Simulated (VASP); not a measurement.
# KRb2BrF6 (Fm-3m) in VASP: single point with r2SCAN

Aim: the single point of KRb2BrF6 with r2SCAN.

All numbers are computed with VASP 6.6.1; they aren't measurements. Logs are shortened: lines on timing, memory, paths and dates and some standing lists are left out, and cuts for length are marked.

**1. The cell of the first run**

The structure is cubic, space group Fm-3m (No. 225). The conventional cell has a = 9.464 Å, b = 9.464 Å, c = 9.464 Å, α = 90.00°, β = 90.00°, γ = 90.00°. Within 2.9 Å of F (site symmetry 4mm) lie 1 Br at 2.22 Å and 1 K at 2.51 Å. Within 3.3 Å of K (site symmetry m-3m) lie 6 F at 2.51 Å. Within 4.4 Å of Rb (site symmetry -43m) lie 12 F at 3.35 Å and 4 K at 4.10 Å and 4 Br at 4.10 Å. Br (site symmetry m-3m) has 6 F at 2.22 Å within 2.9 Å.

**2. Single point, r2SCAN**

Input file POSCAR:

```
KRb2BrF6
1.0
    0.0000000000      4.7318300000      4.7318300000
    4.7318300000      0.0000000000      4.7318300000
    4.7318300000      4.7318300000      0.0000000000
F K Rb Br
6 1 2 1
Direct
    0.7650000000      0.2350000000      0.2350000000
    0.2350000000      0.7650000000      0.2350000000
    0.2350000000      0.7650000000      0.7650000000
    0.7650000000      0.2350000000      0.7650000000
    0.2350000000      0.2350000000      0.7650000000
    0.7650000000      0.7650000000      0.2350000000
    0.5000000000      0.5000000000      0.5000000000
    0.2500000000      0.2500000000      0.2500000000
    0.7500000000      0.7500000000      0.7500000000
    0.0000000000      0.0000000000      0.0000000000
```

Input file INCAR.step1:

```
SYSTEM = KRb2BrF6
PREC = Accurate
ENCUT = 520
ISMEAR = -1
SIGMA = 0.1
LREAL = .FALSE.
LASPH = .TRUE.
NELM = 100
NBANDS = 49
GGA = PE
ALGO = Normal
EDIFF = 1E-4
LWAVE = .TRUE.
LCHARG = .FALSE.
```

Input file INCAR.step2:

```
SYSTEM = KRb2BrF6
PREC = Accurate
ENCUT = 520
EDIFF = 1E-6
ISMEAR = -1
SIGMA = 0.1
LREAL = .FALSE.
LASPH = .TRUE.
NELM = 100
ALGO = Normal
ISIF = 2
LWAVE = .FALSE.
LCHARG = .FALSE.
METAGGA = R2SCAN
LMIXTAU = .TRUE.
NBANDS = 49
ISTART = 1
```

Input file KPOINTS:

```
regular mesh
0
G
  6 6 6
  0 0 0
```

Potentials or basis: VASP PAW PBE potentials, release 64 (F, K_sv, Rb_sv, Br).

Command:

```bash
cat potpaw_PBE.64/F/POTCAR potpaw_PBE.64/K_sv/POTCAR potpaw_PBE.64/Rb_sv/POTCAR potpaw_PBE.64/Br/POTCAR > POTCAR
cp INCAR.step1 INCAR
mpirun -np 1 vasp_std > vasp.out
cp INCAR.step2 INCAR
mpirun -np 1 vasp_std > vasp.out
```

OUTCAR:

```text
SYSTEM = KRb2BrF6
   PREC = Accurate
   ENCUT = 520
   EDIFF = 1E-6
   ISMEAR = -1
   LREAL = .FALSE.
   LASPH = .TRUE.
   NELM = 100
   ISIF = 2
   METAGGA = R2SCAN
   ISTART = 1

 ion  position               nearest neighbor table
   1  0.765  0.235  0.235-  10 2.22   7 2.51   9 3.35   8 3.35   9 3.35   8 3.35
   2  0.235  0.765  0.235-  10 2.22   7 2.51   9 3.35   8 3.35   9 3.35   8 3.35
   3  0.235  0.765  0.765-  10 2.22   7 2.51   9 3.35   9 3.35   8 3.35   8 3.35
   4  0.765  0.235  0.765-  10 2.22   7 2.51   9 3.35   9 3.35   8 3.35   8 3.35
   5  0.235  0.235  0.765-  10 2.22   7 2.51   9 3.35   8 3.35   9 3.35   8 3.35
   6  0.765  0.765  0.235-  10 2.22   7 2.51   9 3.35   9 3.35   8 3.35   8 3.35
   7  0.500  0.500  0.500-   1 2.51   2 2.51   3 2.51   4 2.51   5 2.51   6 2.51   8 4.10   8 4.10
                             8 4.10   8 4.10   9 4.10   9 4.10   9 4.10   9 4.10
   8  0.250  0.250  0.250-   1 3.35   4 3.35   6 3.35   2 3.35   3 3.35   6 3.35   3 3.35   4 3.35
                             5 3.35   1 3.35   2 3.35   5 3.35  10 4.10  10 4.10  10 4.10   7 4.10
   9  0.750  0.750  0.750-   3 3.35   4 3.35   6 3.35   1 3.35   2 3.35   6 3.35   1 3.35   4 3.35
                             5 3.35   2 3.35   3 3.35   5 3.35   7 4.10  10 4.10   7 4.10  10 4.10
  10  0.000  0.000  0.000-   1 2.22   2 2.22   3 2.22   4 2.22   5 2.22   6 2.22   9 4.10   9 4.10
                             9 4.10   8 4.10   9 4.10   8 4.10   8 4.10   8 4.10

  LATTYP: Found a face centered cubic cell.
 ALAT       =     9.4636600000

  Lattice vectors:

 A1 = (   0.0000000000,   4.7318300000,   4.7318300000)
 A2 = (   4.7318300000,   0.0000000000,   4.7318300000)
 A3 = (   4.7318300000,   4.7318300000,   0.0000000000)

Analysis of symmetry for initial positions (statically):
=====================================================================
 Subroutine PRICEL returns:
 Original cell was already a primitive cell.

 Routine SETGRP: Setting up the symmetry group for a
 face centered cubic supercell.

 Subroutine GETGRP returns: Found 48 space group operations
 (whereof 48 operations were pure point group operations)
 out of a pool of 48 trial point group operations.

The static configuration has the point symmetry O_h .

Analysis of symmetry for dynamics (positions and initial velocities):
=====================================================================
 Subroutine PRICEL returns:
 Original cell was already a primitive cell.

 Routine SETGRP: Setting up the symmetry group for a
 face centered cubic supercell.

 Subroutine GETGRP returns: Found 48 space group operations
 (whereof 48 operations were pure point group operations)
 out of a pool of 48 trial point group operations.

The dynamic configuration has the point symmetry O_h .

 Subroutine INISYM returns: Found 48 space group operations
 (whereof 48 operations are pure point group operations),
 and found     1 'primitive' translations

----------------------------------------------------------------------------------------

                                     Primitive cell

  volume of cell :     211.8934

  direct lattice vectors                    reciprocal lattice vectors
     0.000000000  4.731830000  4.731830000    -0.105667363  0.105667363  0.105667363
     4.731830000  0.000000000  4.731830000     0.105667363 -0.105667363  0.105667363
     4.731830000  4.731830000  0.000000000     0.105667363  0.105667363 -0.105667363

  length of vectors
     6.691818161  6.691818161  6.691818161     0.183021242  0.183021242  0.183021242

  position of ions in fractional coordinates (direct lattice)
     0.765000000  0.235000000  0.235000000
     0.235000000  0.765000000  0.235000000
     0.235000000  0.765000000  0.765000000
     0.765000000  0.235000000  0.765000000
     0.235000000  0.235000000  0.765000000
     0.765000000  0.765000000  0.235000000
     0.500000000  0.500000000  0.500000000
     0.250000000  0.250000000  0.250000000
     0.750000000  0.750000000  0.750000000
     0.000000000  0.000000000  0.000000000

  ion indices of the primitive-cell ions
   primitive index   ion index
                 1           1
                 2           2
                 3           3
                 4           4
                 5           5
                 6           6
                 7           7
                 8           8
                 9           9
                10          10

----------------------------------------------------------------------------------------

 KPOINTS: regular mesh

Automatic generation of k-mesh.
 Grid dimensions read from file:
 generate k-points for:    6    6    6

 Generating k-lattice:

  Cartesian coordinates                     Fractional coordinates (reciprocal lattice)
    -0.017611227  0.017611227  0.017611227     0.166666667  0.000000000  0.000000000
     0.017611227 -0.017611227  0.017611227     0.000000000  0.166666667  0.000000000
     0.017611227  0.017611227 -0.017611227     0.000000000  0.000000000  0.166666667

  Length of vectors
     0.030503540  0.030503540  0.030503540

  Shift w.r.t. Gamma in fractional coordinates (k-lattice)
     0.000000000  0.000000000  0.000000000

 Subroutine IBZKPT returns following result:
 ===========================================

 Found     16 irreducible k-points:

 Following reciprocal coordinates:
            Coordinates               Weight
  0.000000  0.000000  0.000000      1.000000
  0.166667  0.000000  0.000000      8.000000
  0.333333  0.000000  0.000000      8.000000
  0.500000  0.000000  0.000000      4.000000
  0.166667  0.166667  0.000000      6.000000
  0.333333  0.166667  0.000000     24.000000
[... 8 lines left out ...]
 -0.333333  0.333333  0.166667     24.000000
 -0.333333  0.500000  0.166667     12.000000
   k-points           NKPTS =     16   k-points in BZ     NKDIM =     16   number of bands    NBANDS=     49
   number of dos      NEDOS =    301   number of ions     NIONS =     10
   total plane-waves  NPLWV = 125000
   dimension x,y,z NGX =    50 NGY =   50 NGZ =   50
   dimension x,y,z NGXF=   100 NGYF=  100 NGZF=  100
   ions per type =               6   1   2   1
   NGX,Y,Z   is equivalent  to a cutoff of  12.42, 12.42, 12.42 a.u.
   NGXF,Y,Z  is equivalent  to a cutoff of  24.84, 24.84, 24.84 a.u.
 SYSTEM =  KRb2BrF6
   PREC   = accura    normal or accurate (medium, high low for compatibility)
   ISTART =      1    job   : 0-new  1-cont  2-samecut
   ICHARG =      0    charge: 1-file 2-atom 10-const
   ISPIN  =      1    spin polarized calculation?
   LNONCOLLINEAR =      F non collinear calculations
   LSORBIT =      F    spin-orbit coupling
   LASPH  =      T    aspherical Exc in radial PAW
   ENCUT  =  520.0 eV  38.22 Ry    6.18 a.u.  12.44 12.44 12.44*2*pi/ulx,y,z
   NELM   =    100;   NELMIN=  2; NELMDL=  0     # of ELM steps
   EDIFF  = 0.1E-05   stopping-criterion for ELM
   LREAL  =      F    real-space projection
   EDIFFG = 0.1E-04   stopping-criterion for IOM
   NSW    =      0    number of steps for IOM
   IBRION =     -1    ionic relax: 0-MD 1-quasi-New 2-CG
   NFREE  =      0    steps in history (QN), initial steepest desc. (CG)
   ISIF   =      2    stress and relaxation
   ISYM   =      2    0-nonsym 1-usesym 2-fastsym
   POTIM  = 0.5000    time-step for ionic-motion
   TEBEG  =    0.0;   TEEND  =   0.0 temperature during run
   PSTRESS=    0.0 pullay stress
   NELECT =      76.0000    total number of electrons
   NUPDOWN=      -1.0000    fix difference up-down
   EMIN   =  10.00;   EMAX   =-10.00  energy-range for DOS
   EFERMI =   0.00;   METHOD = LEGACY
   ISMEAR =    -1;   SIGMA  =   0.10  broadening in eV -4-tet -1-fermi 0-gaus
   EFERMI_NEDOS =   21; number of points for ismear=-14 and -15
   IALGO  =     38    algorithm
   IMIX   =      4    mixing-type and parameters
     AMIX     =   0.40;   BMIX     =  1.00
     AMIX_MAG =   1.60;   BMIX_MAG =  1.00
  volume/ion in A,a.u.               =      21.19       142.99
  Fermi-wavevector in a.u.,A,eV,Ry     =   1.163162  2.198058 18.407948  1.352946
  Thomas-Fermi vector in A             =   2.299715
   LORBIT       =      0    0 simple, 1 ext, 2 COOP (PROOUT), +10 PAW based schemes
   METAGGA = R2SCAN    functional components
   LHFCALC =     F    Hartree Fock is set to
   AEXX    =    0.0000 exact exchange contribution
   IVDW    =     0    specifies the selected vdW correction
   LEPSILON=     F    determine dielectric tensor
   LRPA    =     F    only Hartree local field effects (RPA)
 non-spin polarized calculation
  energy-cutoff  :      520.00
  volume of cell :      211.89
 maximum number of plane-waves:      5769
 NGX is ok and might be reduce to    50
   NGX = 25   NGY = 25   NGZ = 25

 number of electron      75.9999980 magnetization

 Free energy of the ion-electron system (eV)
  ---------------------------------------------------
  ext. energy  EPLUGINS =         0.00000000
  ---------------------------------------------------
  free energy    TOTEN  =       -84.40468921 eV

  energy without entropy =      -84.05085048  energy(sigma->0) =      -84.22776985

 E-fermi :  -0.6525     XC(G=0):  -8.4108

 val. band max:       -0.6576189791   @ k =  -0.3333   0.3333   0.1667
 cond. band min:      -0.6461765869   @ k =   0.5000   0.3333   0.1667
 fundamental gap:      0.0114423922
 Fermi energy:        -0.6524930721

 k-point     1 :       0.0000    0.0000    0.0000
  band No.  band energies     occupation
      1     -29.8798      2.00000
      2     -27.4606      2.00000
      3     -27.4466      2.00000
      4     -24.3920      2.00000
      5     -24.0892      2.00000
      6     -24.0892      2.00000
[... 41 lines left out ...]
     48       7.5898      0.00000
     49       7.5898      0.00000
[... 778 lines left out ...]
     48       7.8140      0.00000
     49       7.8793      0.00000

------------------------ aborting loop because EDIFF is reached ----------------------------------------

  FORCE on cell =-STRESS in cart. coord.  units (eV):
  Direction    XX          YY          ZZ          XY          YZ          ZX
  --------------------------------------------------------------------------------------
  -------------------------------------------------------------------------------------
  Total       -2.5960412     -2.5960412     -2.5960412      0.0000000      0.0000000      0.0000000
  in kB      -19.6292976    -19.6292976    -19.6292976      0.0000000      0.0000000      0.0000000
  external PRESSURE =     -19.6292976 kB  Pullay stress =       0.0000000 kB

 VOLUME and BASIS-vectors are now :
 -----------------------------------------------------------------------------
  energy-cutoff  :      520.00
  volume of cell :      211.89
      direct lattice vectors                 reciprocal lattice vectors
     0.000000000  4.731830000  4.731830000    -0.105667363  0.105667363  0.105667363
     4.731830000  0.000000000  4.731830000     0.105667363 -0.105667363  0.105667363
     4.731830000  4.731830000  0.000000000     0.105667363  0.105667363 -0.105667363

 POSITION                                       TOTAL-FORCE (eV/Angst)
 -----------------------------------------------------------------------------------
      2.22396      4.73183      4.73183        -0.176137      0.000000      0.000000
      4.73183      2.22396      4.73183         0.000000     -0.176137      0.000000
      7.23970      4.73183      4.73183         0.176137      0.000000      0.000000
      4.73183      7.23970      4.73183         0.000000      0.176137      0.000000
      4.73183      4.73183      2.22396         0.000000      0.000000     -0.176137
      4.73183      4.73183      7.23970         0.000000      0.000000      0.176137
      4.73183      4.73183      4.73183         0.000000      0.000000      0.000000
      2.36592      2.36592      2.36592        -0.000000      0.000000      0.000000
      7.09775      7.09775      7.09775         0.000000      0.000000     -0.000000
      0.00000      0.00000      0.00000         0.000000      0.000000      0.000000
 -----------------------------------------------------------------------------------
    total drift:                               -0.000000     -0.000000     -0.000000

  FREE ENERGIE OF THE ION-ELECTRON SYSTEM (eV)
  ---------------------------------------------------
  free  energy   TOTEN  =       -84.4046892126 eV

  energy  without entropy=      -84.0508504819  energy(sigma->0) =      -84.22776985
```

Run time: 18 min. Hardware: 1 thread of Oxide Virtual Turin-like, shared host; peak memory 0.44 GiB.

Results:

- Free energy: -84.4047 eV
- Pressure: -2.0 GPa
- Largest force: 0.176 eV/Å
- Band gap on the k mesh: zero (bands 38 and 39 overlap by 0.11 eV)

Forces in eV/Å, atoms in the order of the input:
```
F   -0.176  0.000  0.000
F    0.000 -0.176  0.000
F    0.176  0.000  0.000
F    0.000  0.176  0.000
F    0.000  0.000 -0.176
F    0.000  0.000  0.176
K    0.000  0.000  0.000
Rb   0.000  0.000  0.000
Rb   0.000  0.000  0.000
Br   0.000  0.000  0.000
```

Levels at points of the mesh, in eV from the Fermi level:
```
           k point  band 33  band 34  band 35  band 36  band 37  band 38  band 39  band 40  band 41  band 42
(0.00, 0.00, 0.00)    -3.42    -3.31    -3.17    -3.17    -3.17     0.10     0.10     0.10     4.34     6.70
(0.50, 0.00, 0.00)    -3.37    -3.29    -3.29    -3.26    -2.93    -0.10     0.05     0.05     6.11     6.13
(0.50, 0.50, 0.00)    -3.47    -3.43    -3.43    -3.18    -3.18     0.16     0.16     0.19     6.00     6.90
```

Caveat: the PAW data sets were made with another functional, which shifts forces and pressure a little.
